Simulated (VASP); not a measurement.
Write the native input for VASP 6.6.1 that does the following.

```
Task                   : single point
Functional             : PBE
Potentials or basis    : VASP PAW PBE potentials, release 64 (Ti_sv, Be, H)
Cutoff                 : 520 eV
k mesh                 : 8 × 6 × 4
Occupations            : gaussian, width 0.2 eV
Spin                   : no spin polarisation
Dipole correction      : no
Further INCAR settings : ALGO = Normal; EDIFF = 1e-06; NBANDS = 26
```

The structure of TiBeH2 lies in POSCAR:

```
TiBeH2
1.0
    0.0000000000      2.8041717574      0.0000000000
    0.0000000000      0.0000000000      3.7071164973
    5.6083435149      0.0000000000      0.0000000000
Ti Be H
2 2 4
Direct
    0.5000000000      0.5000000000      0.2500000000
    0.5000000000      0.5000000000      0.7500000000
    0.0000000000      0.0000000000      0.0000000000
    0.0000000000      0.0000000000      0.5000000000
    0.0000000000      0.5000000000      0.5000000000
    0.0000000000      0.5000000000      0.0000000000
    0.5000000000      0.0000000000      0.2500000000
    0.5000000000      0.0000000000      0.7500000000
```

The input as run:

INCAR

```
SYSTEM = TiBeH2
PREC = Accurate
ENCUT = 520
EDIFF = 1E-6
ISMEAR = 0
SIGMA = 0.2
LREAL = .FALSE.
LASPH = .TRUE.
NELM = 100
ALGO = Normal
ISIF = 2
LWAVE = .FALSE.
LCHARG = .FALSE.
GGA = PE
NBANDS = 26
```

KPOINTS

```
regular mesh
0
G
  8 6 4
  0 0 0
```

Potentials or basis: VASP PAW PBE potentials, release 64 (Ti_sv, Be, H).

Launch:

```sh
$ cat potpaw_PBE.64/Ti_sv/POTCAR potpaw_PBE.64/Be/POTCAR potpaw_PBE.64/H/POTCAR > POTCAR
$ mpirun -np 1 vasp_std > vasp.out
```

It gave:

```
Pressure               : -0.2 GPa
Band gap on the k mesh : zero (band 16 reaches 8.53 eV, above the bottom of band 17 at 7.36 eV)
```

Run time: 120 s on 1 thread of Intel(R) Xeon(R) Platinum 8259CL CPU @ 2.50GHz (Skylake/Cascade Lake) (shared host), peak memory 0.22 GiB.
